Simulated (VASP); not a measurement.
Input of a VASP 6.6.1 run:

INCAR

```
SYSTEM = AlO2
PREC     = Accurate       ! precision mode
ENCUT    = 600            ! plane-wave cutoff, eV
EDIFF    = 1E-7           ! SCF threshold, eV
ISMEAR   = -1             ! smearing method
SIGMA    = 0.05           ! smearing width, eV
LREAL    = .FALSE.        ! projectors in reciprocal space
LASPH    = .TRUE.         ! aspherical terms in the spheres
NELM     = 100            ! most SCF steps
ALGO     = Normal         ! electronic algorithm
ISIF     = 3              ! what is computed and relaxed
LWAVE    = .FALSE.        ! write WAVECAR
LCHARG   = .FALSE.        ! write CHGCAR
GGA      = PS             ! functional
IBRION   = 2              ! ionic algorithm
NSW      = 60             ! ionic steps
EDIFFG   = -0.01          ! ionic threshold
```

File KPOINTS:

```
regular mesh
0
G
  9 9 7
  0 0 0
```

The input POSCAR:

```
AlO2
1.0
    1.4881620000     -5.4028330000      0.0000000000
    1.4881620000      5.4028330000      0.0000000000
    0.0000000000      0.0000000000      3.6466120000
Al O
2 4
Direct
    0.6681330000      0.3318670000      0.7500000000
    0.3318670000      0.6681330000      0.2500000000
    0.0610720000      0.9389280000      0.7500000000
    0.9389280000      0.0610720000      0.2500000000
    0.2941840000      0.7058160000      0.7500000000
    0.7058160000      0.2941840000      0.2500000000
```

Potentials or basis: VASP PAW PBE potentials, release 64 (Al, O).

Run with:

```sh
$ cat potpaw_PBE.64/Al/POTCAR potpaw_PBE.64/O/POTCAR > POTCAR
$ mpirun -np 1 vasp_std > vasp.out
```

(1) What does it give for the relaxed cell?

(2) What does it give for the band gap on the k mesh?

(3) What does it give for the space group after relaxing (to 0.1 Å)?

(4) Predict the relaxed volume.

Results:

(1) a = 5.131 Å, b = 5.131 Å, c = 3.591 Å, α = 90.00°, β = 90.00°, γ = 147.02°.

(2) 0.98 eV (least direct gap 1.05 eV).

(3) Cmcm (No. 63).

(4) 8.58 Å³/atom.

Caveat: the PAW data sets were made with another functional, which shifts forces and pressure a little; an odd mesh through Γ misses points on the zone boundary, where band edges can lie.
